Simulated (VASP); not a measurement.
# Se (Im-3m) in VASP: notebook, part 2 of 2

VASP 6.6.1. The steps go on from the part before.

## Step 3: Single point, r2SCAN

This run uses another cell than the first one, of 20.25 Å³/atom, 1.042 times its volume.

Input file POSCAR:

```
Se
1.0
   -1.7171672348      1.7171672348      1.7171672348
    1.7171672348     -1.7171672348      1.7171672348
    1.7171672348      1.7171672348     -1.7171672348
Se
1
Direct
    0.0000000000      0.0000000000      0.0000000000
```

Input file INCAR.step1:

```
  PREC = Accurate
  ENCUT = 520
  ISMEAR = -1
  SIGMA = 0.1
  LREAL = False
  LASPH = True
  NELM = 100
  NBANDS = 9
  GGA = PE
  ALGO = Normal
  EDIFF = 1E-4
  LWAVE = True
  LCHARG = False
```

Input file INCAR.step2:

```
  PREC = Accurate
  ENCUT = 520
  EDIFF = 1E-6
  ISMEAR = -1
  SIGMA = 0.1
  LREAL = False
  LASPH = True
  NELM = 100
  ALGO = Normal
  ISIF = 2
  LWAVE = False
  LCHARG = False
  METAGGA = R2SCAN
  LMIXTAU = True
  NBANDS = 9
  ISTART = 1
```

Input file KPOINTS:

```
Automatic mesh
0
Gamma
  15 15 15
```

Potentials or basis: VASP PAW PBE potentials, release 64 (Se).

Command:

```bash
$ cat potpaw_PBE.64/Se/POTCAR > POTCAR
$ cp INCAR.step1 INCAR
$ mpirun -np 1 vasp_std > vasp.out
$ cp INCAR.step2 INCAR
$ mpirun -np 1 vasp_std > vasp.out
```

OUTCAR:

```text
PREC = Accurate
   ENCUT = 520
   EDIFF = 1E-6
   ISMEAR = -1
   LREAL = False
   LASPH = True
   NELM = 100
   ISIF = 2
   METAGGA = R2SCAN
   ISTART = 1

 ion  position               nearest neighbor table
   1  0.000  0.000  0.000-

  LATTYP: Found a body centered cubic cell.
 ALAT       =     3.4343344696

  Lattice vectors:

 A1 = (  -1.7171672348,   1.7171672348,   1.7171672348)
 A2 = (   1.7171672348,  -1.7171672348,   1.7171672348)
 A3 = (   1.7171672348,   1.7171672348,  -1.7171672348)

Analysis of symmetry for initial positions (statically):
=====================================================================
 Subroutine PRICEL returns:
 Original cell was already a primitive cell.

 Routine SETGRP: Setting up the symmetry group for a
 body centered cubic supercell.

 Subroutine GETGRP returns: Found 48 space group operations
 (whereof 48 operations were pure point group operations)
 out of a pool of 48 trial point group operations.

The static configuration has the point symmetry O_h .

[... 154 lines left out ...]
  free energy    TOTEN  =       -13.59715627 eV

  energy without entropy =      -13.56788084  energy(sigma->0) =      -13.58251855

 E-fermi :   5.3022     XC(G=0): -11.1190

 val. band max:        5.2734356765   @ k =   0.2667   0.2667   0.0667
 cond. band min:       5.3030386075   @ k =  -0.2667   0.3333   0.0667
 fundamental gap:      0.0296029311
 Fermi energy:         5.3022460312

 k-point     1 :       0.0000    0.0000    0.0000
  band No.  band energies     occupation
      1     -11.4886      2.00000
      2       8.4306      0.00000
      3       8.4306      0.00000
      4       8.4306      0.00000
      5      17.8451      0.00000
      6      18.2712      0.00000
      7      18.2712      0.00000
      8      18.2712      0.00000
      9      21.7118      0.00000
[... 265 lines left out ...]
 k-point    24 :       0.4000    0.2000   -0.0000
  band No.  band energies     occupation
      1      -7.5249      2.00000
      2      -0.8413      2.00000
      3       2.6460      2.00000
      4       6.5569      0.00001
      5      14.5807      0.00000
      6      17.4135      0.00000
      7      21.2645      0.00000
      8      22.0847      0.00000
      9      27.6577      0.00000

 [... further k-points ...]
[... 5 lines left out ...]
  --------------------------------------------------------------------------------------
  -------------------------------------------------------------------------------------
  Total        0.0429080      0.0429080      0.0429080      0.0000000     -0.0000000      0.0000000
  in kB        3.3943048      3.3943048      3.3943048      0.0000000     -0.0000000      0.0000000
  external PRESSURE =       3.3943048 kB  Pullay stress =       0.0000000 kB

 VOLUME and BASIS-vectors are now :
 -----------------------------------------------------------------------------
  energy-cutoff  :      520.00
  volume of cell :       20.25
      direct lattice vectors                 reciprocal lattice vectors
    -1.717167235  1.717167235  1.717167235     0.000000000  0.291177231  0.291177231
     1.717167235 -1.717167235  1.717167235     0.291177231  0.000000000  0.291177231
     1.717167235  1.717167235 -1.717167235     0.291177231  0.291177231  0.000000000

 POSITION                                       TOTAL-FORCE (eV/Angst)
 -----------------------------------------------------------------------------------
      0.00000      0.00000      0.00000         0.000000      0.000000      0.000000
 -----------------------------------------------------------------------------------
    total drift:                                0.000000      0.000000      0.000000

  FREE ENERGIE OF THE ION-ELECTRON SYSTEM (eV)
  ---------------------------------------------------
  free  energy   TOTEN  =       -13.5971562685 eV

  energy  without entropy=      -13.5678808390  energy(sigma->0) =      -13.58251855
```

OSZICAR.step1:

```text
N       E                     dE             d eps       ncg     rms          rms(c)
DAV:   1     0.926957432536E+01    0.92696E+01   -0.29453E+03  2160   0.572E+02
DAV:   2    -0.266182550842E+01   -0.11931E+02   -0.11650E+02  2923   0.745E+01
DAV:   3    -0.292222913295E+01   -0.26040E+00   -0.25561E+00  2578   0.101E+01
DAV:   4    -0.292271940501E+01   -0.49027E-03   -0.49024E-03  2901   0.484E-01
DAV:   5    -0.292271972799E+01   -0.32298E-06   -0.32198E-06  2494   0.113E-02    0.312E+00
DAV:   6    -0.292278017445E+01   -0.60446E-04   -0.24365E-03  2500   0.273E-01    0.184E+00
DAV:   7    -0.292358027594E+01   -0.80010E-03   -0.42859E-03  2324   0.370E-01    0.672E-02
DAV:   8    -0.292359665008E+01   -0.16374E-04   -0.12841E-04  2279   0.682E-02
   1 F= -.29235967E+01 E0= -.29088184E+01  d E =-.295566E-01
```

Wall time 51 s (1 thread of Intel Xeon 6975P-C, shared host); peak memory 0.15 GiB.

Results:

* Free energy: -13.5972 eV
* Pressure: 0.3 GPa
* Band gap on the k mesh: zero (band 3 reaches 8.43 eV, above the bottom of band 4 at 1.93 eV)

Levels at points of the mesh, in eV from the Fermi level:
```csv
k point,band 1,band 2,band 3,band 4,band 5,band 6,band 7,band 8
"(0.00, 0.00, 0.00)",-16.79,3.13,3.13,3.13,12.54,12.97,12.97,12.97
```

Caveat: the PAW data sets were made with another functional, which shifts forces and pressure a little.

## Step 4: Single point, r2SCAN (volume scaled by 1.04)

Input file POSCAR:

```
Se
1.0
   -1.7397641318      1.7397641318      1.7397641318
    1.7397641318     -1.7397641318      1.7397641318
    1.7397641318      1.7397641318     -1.7397641318
Se
1
Direct
    0.0000000000      0.0000000000      0.0000000000
```

Input file INCAR.step1:

```
SYSTEM = Se
  PREC = Accurate
  ENCUT = 520
  ISMEAR = -1
  SIGMA = 0.1
  LREAL = .False.
  LASPH = .True.
  NELM = 60
  NBANDS = 9
  GGA = PE
  ALGO = Normal
  EDIFF = 1E-4
  LWAVE = .True.
  LCHARG = .False.
```

Input file INCAR.step2:

```
SYSTEM = Se
  PREC = Accurate
  ENCUT = 520
  EDIFF = 1E-6
  ISMEAR = -1
  SIGMA = 0.1
  LREAL = .False.
  LASPH = .True.
  NELM = 60
  ALGO = Normal
  ISIF = 2
  LWAVE = .False.
  LCHARG = .False.
  METAGGA = R2SCAN
  LMIXTAU = .True.
  NBANDS = 9
  ISTART = 1
```

Input file KPOINTS:

```
regular mesh
0
Gamma
  15 15 15
  0 0 0
```

Command:

```bash
$ cat potpaw_PBE.64/Se/POTCAR > POTCAR
$ cp INCAR.step1 INCAR
$ mpirun -np 1 vasp_std > vasp.out
$ cp INCAR.step2 INCAR
$ mpirun -np 1 vasp_std > vasp.out
```

Wall time 45 s (1 thread of Intel Xeon 6975P-C, shared host); peak memory 0.16 GiB.

Results (log left out):

- Free energy: -13.5918 eV
- Pressure: -2.4 GPa
- Band gap on the k mesh: zero (band 3 reaches 7.75 eV, above the bottom of band 4 at 1.61 eV)

Levels at points of the mesh, in eV from the Fermi level:
```tsv
k point	band 1	band 2	band 3	band 4	band 5	band 6
(0.00, 0.00, 0.00)	-16.42	2.93	2.93	2.93	12.01	12.90
```

Caveat: the cell differs from its parent crystal (volume scaled by 1.04); the PAW data sets were made with another functional, which shifts forces and pressure a little.

## Step 5: Summary

| cell | gap on the mesh (eV) | pressure (GPa) |
| --- | --- | --- |
| a = 2.934 Å, angles 109.5°, 1 atom | none | 3.7 |
| a = 2.974 Å, angles 109.5°, 1 atom | none | 0.3 |
| a = 3.013 Å, angles 109.5°, 1 atom | none | -2.4 |

Alike in all rows: task single point; level r2SCAN; potentials or basis VASP PAW PBE potentials, release 64 (Se); no spin polarisation; k mesh 15 × 15 × 15; cutoff (eV) 520; smearing fermi-dirac 0.1 eV.

Caveats: the PAW data sets were made with another functional, which shifts forces and pressure a little.

Absolute energies hang on the potentials; compare differences alone.
